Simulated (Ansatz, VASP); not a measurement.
## Pb2O: VASP beside Ansatz

```xyz
6
Lattice="5.3800 0.0000 0.0000 0.0000 5.3800 0.0000 0.0000 0.0000 5.3800" Properties=species:S:1:pos:R:3 pbc="T T T"
Pb    1.3450    1.3450    1.3450
Pb    4.0350    4.0350    1.3450
Pb    1.3450    4.0350    4.0350
Pb    4.0350    1.3450    4.0350
O     0.0000    0.0000    0.0000
O     2.6900    2.6900    2.6900
```

Alike in both runs: functional PBEsol; k mesh 8 × 8 × 8; occupations gaussian, width 0.1 eV; no spin polarisation.

Ansatz relaxed the structure, and its values are those at the end. VASP's run is a single point on that final structure, the one shown.

|  | VASP | Ansatz |
| --- | --- | --- |
| version | VASP 6.6.1 | Ansatz 0.2.0 |
| potentials or method | VASP PAW PBE potentials, release 64 (Pb_d, O), cutoff 520 eV | scalar-relativistic, plane waves, PAW |
| valence electrons in the cell | 68 | 68 |

```tsv
	VASP	Ansatz	Ansatz less VASP
gap on the k mesh at the Fermi level (eV)	none	none	-
pressure (GPa)	0.0	0.0	0.00
```

VASP's potentials were made for PBE, not for PBEsol. A gap of «none» marks a metal or a gap that the smearing closes. With one functional, cell and mesh, what is left measures potentials, basis and numerics.

Spin-orbit coupling is off throughout.
